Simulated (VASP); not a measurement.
# Hf2NO (R-3m) in VASP: a series of runs, part 2 of 2

VASP 6.6.1. Earlier steps stand in the parts before.

## (4) Relaxation of cell and atoms, PBE

This run uses another cell than the first one, of 12.42 Å³/atom.

INCAR reads:

```
SYSTEM = Hf2NO
  PREC = Accurate
  ENCUT = 600
  EDIFF = 1E-6
  ISMEAR = 0
  SIGMA = 0.1
  LREAL = .FALSE.
  LASPH = .TRUE.
  NELM = 60
  ALGO = Normal
  ISIF = 3
  LWAVE = .FALSE.
  LCHARG = .FALSE.
  GGA = PE
  IBRION = 2
  NSW = 90
  EDIFFG = -0.04
```

KPOINTS reads:

```
regular mesh
0
G
  6 6 6
  0 0 0
```

POSCAR reads:

```
Hf2NO
1.0
    1.6133818900      0.9314864700      5.5109107000
   -1.6133818900      0.9314864700      5.5109107000
    0.0000000000     -1.8629729300      5.5109107000
Hf N O
2 1 1
Direct
    0.2300000000      0.2300000000      0.2300000000
    0.7700000000      0.7700000000      0.7700000000
    0.0000000000      0.0000000000      0.0000000000
    0.5000000000      0.5000000000      0.5000000000
```

Potentials or basis: VASP PAW PBE potentials, release 64 (Hf_pv, N, O).

Started as:

```bash
$ cat potpaw_PBE.64/Hf_pv/POTCAR potpaw_PBE.64/N/POTCAR potpaw_PBE.64/O/POTCAR > POTCAR
$ mpirun -np 1 vasp_std > vasp.out
```

OUTCAR:

```text
SYSTEM = Hf2NO
   PREC = Accurate
   ENCUT = 600
   EDIFF = 1E-6
   ISMEAR = 0
   LREAL = .FALSE.
   LASPH = .TRUE.
   NELM = 60
   ISIF = 3
   GGA = PE
   IBRION = 2
   NSW = 90
   EDIFFG = -0.04

 ion  position               nearest neighbor table
   1  0.230  0.230  0.230-   4 2.14   4 2.14   4 2.14   3 2.53   3 2.53   3 2.53   2 2.80   2 2.80
                             2 2.80
   2  0.770  0.770  0.770-   4 2.14   4 2.14   4 2.14   3 2.53   3 2.53   3 2.53   1 2.80   1 2.80
                             1 2.80
   3  0.000  0.000  0.000-   2 2.53   1 2.53   2 2.53   2 2.53   1 2.53   1 2.53
   4  0.500  0.500  0.500-   1 2.14   2 2.14   1 2.14   1 2.14   2 2.14   2 2.14

  LATTYP: Found a trigonal (rhomboedric) cell.
 ALAT       =     5.8172850119
 COS(alpha) =     0.8461619856

  Lattice vectors:

 A1 = (   1.6133818900,   0.9314864700,   5.5109107000)
 A2 = (  -1.6133818900,   0.9314864700,   5.5109107000)
 A3 = (   0.0000000000,  -1.8629729300,   5.5109107000)

Analysis of symmetry for initial positions (statically):
=====================================================================
 Subroutine PRICEL returns:
 Original cell was already a primitive cell.

 Routine SETGRP: Setting up the symmetry group for a
 trigonal (rhombohedral) supercell.

 Subroutine GETGRP returns: Found 12 space group operations
 (whereof 12 operations were pure point group operations)
 out of a pool of 12 trial point group operations.

The static configuration has the point symmetry D_3d.

Analysis of symmetry for dynamics (positions and initial velocities):
=====================================================================
 Subroutine PRICEL returns:
 Original cell was already a primitive cell.

 Routine SETGRP: Setting up the symmetry group for a
 trigonal (rhombohedral) supercell.

 Subroutine GETGRP returns: Found 12 space group operations
 (whereof 12 operations were pure point group operations)
 out of a pool of 12 trial point group operations.

The dynamic configuration has the point symmetry D_3d.

 Subroutine INISYM returns: Found 12 space group operations
 (whereof 12 operations are pure point group operations),
 and found     1 'primitive' translations

----------------------------------------------------------------------------------------

                                     Primitive cell

  volume of cell :      49.6922

  direct lattice vectors                    reciprocal lattice vectors
     1.613381890  0.931486470  5.510910700     0.309908028  0.178925484  0.060486070
    -1.613381890  0.931486470  5.510910700    -0.309908028  0.178925484  0.060486070
     0.000000000 -1.862972930  5.510910700     0.000000000 -0.357850968  0.060486071

  length of vectors
     5.817285012  5.817285012  5.817285009     0.362926824  0.362926824  0.362926824

  position of ions in fractional coordinates (direct lattice)
     0.230000000  0.230000000  0.230000000
     0.770000000  0.770000000  0.770000000
     0.000000000  0.000000000  0.000000000
     0.500000000  0.500000000  0.500000000

  ion indices of the primitive-cell ions
   primitive index   ion index
                 1           1
                 2           2
                 3           3
[... 67 lines left out ...]
   ISPIN  =      1    spin polarized calculation?
   LNONCOLLINEAR =      F non collinear calculations
   LSORBIT =      F    spin-orbit coupling
   LASPH  =      T    aspherical Exc in radial PAW
   ENCUT  =  600.0 eV  44.10 Ry    6.64 a.u.  11.62 11.62 11.62*2*pi/ulx,y,z
   NELM   =     60;   NELMIN=  2; NELMDL= -5     # of ELM steps
   EDIFF  = 0.1E-05   stopping-criterion for ELM
   LREAL  =      F    real-space projection
   EDIFFG = -.4E-01   stopping-criterion for IOM
   NSW    =     90    number of steps for IOM
   IBRION =      2    ionic relax: 0-MD 1-quasi-New 2-CG
   NFREE  =      1    steps in history (QN), initial steepest desc. (CG)
   ISIF   =      3    stress and relaxation
   ISYM   =      2    0-nonsym 1-usesym 2-fastsym
   POTIM  = 0.5000    time-step for ionic-motion
   TEBEG  =    0.0;   TEEND  =   0.0 temperature during run
   PSTRESS=    0.0 pullay stress
   NELECT =      31.0000    total number of electrons
   NUPDOWN=      -1.0000    fix difference up-down
   EMIN   =  10.00;   EMAX   =-10.00  energy-range for DOS
   EFERMI =   0.00;   METHOD = LEGACY
   ISMEAR =     0;   SIGMA  =   0.10  broadening in eV -4-tet -1-fermi 0-gaus
   EFERMI_NEDOS =   21; number of points for ismear=-14 and -15
   IALGO  =     38    algorithm
   IMIX   =      4    mixing-type and parameters
     AMIX     =   0.40;   BMIX     =  1.00
     AMIX_MAG =   1.60;   BMIX_MAG =  1.00
  volume/ion in A,a.u.               =      12.42        83.83
  Fermi-wavevector in a.u.,A,eV,Ry     =   1.398833  2.643412 26.622988  1.956734
  Thomas-Fermi vector in A             =   2.521952
   LORBIT       =      0    0 simple, 1 ext, 2 COOP (PROOUT), +10 PAW based schemes
   GGA     = PE    functional components
   LHFCALC =     F    Hartree Fock is set to
   AEXX    =    0.0000 exact exchange contribution
   IVDW    =     0    specifies the selected vdW correction
   LEPSILON=     F    determine dielectric tensor
   LRPA    =     F    only Hartree local field effects (RPA)
 conjugate gradient relaxation of ions
 non-spin polarized calculation
 Gauss-broadening in eV      SIGMA  =   0.10
  energy-cutoff  :      600.00
  volume of cell :       49.69
 maximum number of plane-waves:      1703
 NGX is ok and might be reduce to    48
   NGX = 23   NGY = 23   NGZ = 23

--------------------------------------- Ionic step        1  -------------------------------------------

 number of electron      31.0000000 magnetization

 Free energy of the ion-electron system (eV)
  ---------------------------------------------------
  ext. energy  EPLUGINS =         0.00000000
  ---------------------------------------------------
  free energy    TOTEN  =       -38.07899118 eV

  energy without entropy =      -38.07257814  energy(sigma->0) =      -38.07578466

------------------------ aborting loop because EDIFF is reached ----------------------------------------

  FORCE on cell =-STRESS in cart. coord.  units (eV):
  Direction    XX          YY          ZZ          XY          YZ          ZX
  --------------------------------------------------------------------------------------
  -------------------------------------------------------------------------------------
  Total        4.9153082      4.9153082     -4.8747177      0.0000000     -0.0000000      0.0000000
  in kB      158.4794621    158.4794615   -157.1707425      0.0000000     -0.0000001      0.0000000
  external PRESSURE =      53.2627271 kB  Pullay stress =       0.0000000 kB
[... 95 lines left out ...]
  FREE ENERGIE OF THE ION-ELECTRON SYSTEM (eV)
  ---------------------------------------------------
  free  energy   TOTEN  =       -40.4243058906 eV

  energy  without entropy=      -40.4106166180  energy(sigma->0) =      -40.41746125

[... ionic steps 4 to 11 ...]

--------------------------------------- Ionic step       12  -------------------------------------------

 number of electron      31.0000001 magnetization

------------------------ aborting loop because EDIFF is reached ----------------------------------------
[... 71 lines left out ...]
--------------------------------------- Ionic step       14  -------------------------------------------

 number of electron      31.0000000 magnetization

 Free energy of the ion-electron system (eV)
  ---------------------------------------------------
  ext. energy  EPLUGINS =         0.00000000
  ---------------------------------------------------
  free energy    TOTEN  =       -40.92569333 eV

  energy without entropy =      -40.91931223  energy(sigma->0) =      -40.92250278

 E-fermi :   8.6259     XC(G=0): -12.5763

 val. band max:        8.5741784230   @ k =   0.5000   0.3333   0.3333
 cond. band min:       8.6469224832   @ k =   0.5000   0.5000   0.5000
 fundamental gap:      0.0727440602
 Fermi energy:         8.6258842498

 k-point     1 :       0.0000    0.0000    0.0000
  band No.  band energies     occupation
      1     -23.9363      2.00000
      2     -23.0722      2.00000
      3     -23.0722      2.00000
      4     -22.9514      2.00000
      5     -22.9514      2.00000
      6     -22.9056      2.00000
[... 505 lines left out ...]
      6     -23.0426      2.00000
[... 11 lines left out ...]
     18      11.7965      0.00000
     19      12.0273      0.00000

 [... further k-points ...]

------------------------ aborting loop because EDIFF is reached ----------------------------------------

  FORCE on cell =-STRESS in cart. coord.  units (eV):
  Direction    XX          YY          ZZ          XY          YZ          ZX
  --------------------------------------------------------------------------------------
  -------------------------------------------------------------------------------------
  Total        0.0039423      0.0039423      0.0152397      0.0000000      0.0000000     -0.0000000
  in kB        0.1340943      0.1340943      0.5183650      0.0000000      0.0000000     -0.0000000
  external PRESSURE =       0.2621846 kB  Pullay stress =       0.0000000 kB
[... 19 lines left out ...]
  FREE ENERGIE OF THE ION-ELECTRON SYSTEM (eV)
  ---------------------------------------------------
  free  energy   TOTEN  =       -40.9256933313 eV

  energy  without entropy=      -40.9193122285  energy(sigma->0) =      -40.92250278

 reached required accuracy - stopping structural energy minimisation
```

CONTCAR:

```text
Hf2NO
   1.00000000000000
     1.6290000016707129    0.9405035907716175    5.1240951974686899
    -1.6290000016707129    0.9405035907716175    5.1240951974686899
    -0.0000000000000000   -1.8810071720887711    5.1240951975854019
  Hf              N               O
     2     1     1
Direct
     0.2564129788221322    0.2564129788221322    0.2564129788253978
     0.7435870211778678    0.7435870211778678    0.7435870211746024
     0.0000000000000000    0.0000000000000000    0.0000000000000000
     0.5000000000000000    0.5000000000000000    0.5000000000000000

  0.00000000E+00  0.00000000E+00  0.00000000E+00
  0.00000000E+00  0.00000000E+00  0.00000000E+00
  0.00000000E+00  0.00000000E+00  0.00000000E+00
  0.00000000E+00  0.00000000E+00  0.00000000E+00
```

It took 6.7 min on 1 thread of Intel Xeon 6975P-C (Granite Rapids), shared host; peak memory 0.39 GiB.

Results:

* Free energy: -40.9257 eV
* Relaxed volume: 11.78 Å³/atom
* Relaxed cell: a = 5.458 Å, b = 5.458 Å, c = 5.458 Å, α = 34.73°, β = 34.73°, γ = 34.73°
* Space group after relaxing (to 0.1 Å): R-3m (No. 166)
* Energy gained by relaxing: 711.7 meV/atom
* Ionic steps: 14
* Pressure after relaxing: 0.0 GPa
* Band gap on the k mesh: zero (an odd number of electrons rules out a gap without spin polarisation)

The path:
```tsv
step	energy change (eV)	largest force (eV/Å)	pressure (GPa)	volume (Å³)
1	0.0000	7.4880	5.33	49.69
2	-2.3350	1.0967	-20.49	52.48
3	-2.3453	1.0064	-20.72	52.58
4	-1.6796	4.3295	50.79	41.30
5	-2.8087	0.1266	-1.89	47.45
6	-2.8093	0.1744	-1.23	47.33
7	-2.8094	0.2133	-0.66	47.23
8	-2.8431	0.0801	0.24	46.98
9	-2.8445	0.1439	0.48	46.92
10	-2.8445	0.1501	0.52	46.92
11	-2.8463	0.0735	-0.39	47.15
12	-2.8463	0.0590	-0.56	47.20
13	-2.8464	0.0534	0.59	47.02
14	-2.8467	0.0001	0.03	47.10
```

Final structure:
```yaml
crystal:
  lattice:
    - [1.62900, 0.94050, 5.12410]
    - [-1.62900, 0.94050, 5.12410]
    - [0.00000, -1.88101, 5.12410]
  atoms:
    - { symbol: Hf, position: [0.25641, 0.25641, 0.25641] }
    - { symbol: Hf, position: [0.74359, 0.74359, 0.74359] }
    - { symbol: N, position: [0.00000, 0.00000, 0.00000] }
    - { symbol: O, position: [0.50000, 0.50000, 0.50000] }
```

Caveat: the k points lie up to 0.38 Å⁻¹ apart in the final cell, too coarse for converged energies and pressures of a metal; spin-orbit coupling is left out, which moves the levels of the heavy elements; an odd number of electrons without spin polarisation forces a metal; a magnetic or distorted state may lie lower.

## (5) Single point, PBE

This run uses another cell than the first one, of 11.96 Å³/atom.

INCAR reads:

```
SYSTEM = Hf2NO
PREC = Accurate
ENCUT = 520
EDIFF = 1E-6
ISMEAR = 0
SIGMA = 0.1
LREAL = .False.
LASPH = .True.
NELM = 100
ALGO = Normal
ISIF = 2
LWAVE = .False.
LCHARG = .True.
GGA = PE
LELF = .True.
LVHAR = .True.
NBANDS = 24
```

KPOINTS reads:

```
regular mesh
0
Gamma
  18 18 18
  0 0 0
```

POSCAR reads:

```
Hf2NO
1.0
    1.6266364761      0.9391390073      5.2182217044
   -1.6266364761      0.9391390073      5.2182217044
    0.0000000000     -1.8782780147      5.2182217044
Hf N O
2 1 1
Direct
    0.2572789261      0.2572789261      0.2572789261
    0.7427210739      0.7427210739      0.7427210739
    0.0000000000      0.0000000000      0.0000000000
    0.5000000000      0.5000000000      0.5000000000
```

Started as:

```bash
$ cat potpaw_PBE.64/Hf_pv/POTCAR potpaw_PBE.64/N/POTCAR potpaw_PBE.64/O/POTCAR > POTCAR
$ mpirun -np 1 vasp_std > vasp.out
```

Run time: 13 min. Hardware: 1 thread of Intel Xeon 6975P-C (Granite Rapids), shared host; peak memory 0.75 GiB.

Results (log left out):

| Item | Value |
| --- | --- |
| Free energy | -40.9642 eV |
| Pressure | -2.6 GPa |
| Largest force | 0.008 eV/Å |
| Band gap on the k mesh | zero (an odd number of electrons rules out a gap without spin polarisation) |

Forces in eV/Å, atoms in the order of the input:
```
Hf   0.000  0.000  0.008
Hf   0.000  0.000 -0.008
N    0.000  0.000  0.000
O    0.000  0.000  0.000
```

Levels at points of the mesh, in eV from the Fermi level:
```
           k point  band 12  band 13  band 14  band 15  band 16  band 17  band 18  band 19
(0.00, 0.00, 0.00)    -4.95    -4.91    -4.91    -0.86    -0.85    -0.85    -0.11     1.65
(0.50, 0.00, 0.00)    -6.91    -6.02    -5.88    -2.12    -0.18     2.55     2.55     3.23
(0.50, 0.50, 0.00)    -6.14    -5.27    -5.24    -4.00     1.92     2.24     2.71     3.42
(0.50, 0.50, 0.50)    -6.70    -6.06    -6.06    -0.50     0.06     0.13     0.13     1.62
```

Caveat: spin-orbit coupling is left out, which moves the levels of the heavy elements; an odd number of electrons without spin polarisation forces a metal; a magnetic or distorted state may lie lower.

## (6) Overview

```csv
task,cell,k mesh,cutoff (eV),gap on the mesh (eV),pressure (GPa),largest force (eV/Å)
single point,"a = 5.782 Å, angles 31.9°, 4 atoms, atomic positions A",6 × 6 × 6,520,none,-2.7,0.02
single point,"a = 5.817 Å, angles 32.2°, 4 atoms, atomic positions B",6 × 6 × 6,520,none,5.5,7.49
relaxation of cell and atoms,"relaxed from a = 5.817 Å, angles 32.2°, 4 atoms, atomic positions B",6 × 6 × 6,600,none,0.0,-
single point,"a = 5.546 Å, angles 34.1°, 4 atoms, atomic positions C",18 × 18 × 18,520,none,-2.6,0.01
```

Alike in all rows: level PBE; potentials or basis VASP PAW PBE potentials, release 64 (Hf_pv, N, O); no spin polarisation; smearing gaussian 0.1 eV.

Caveats: some runs use coarse meshes; spin-orbit coupling is left out, which moves the levels of the heavy elements; an odd number of electrons without spin polarisation forces a metal; a magnetic or distorted state may lie lower.

Absolute energies hang on the potentials; compare differences alone.

The gap in the log of VASP goes by the Fermi energy; the results here count the filled bands.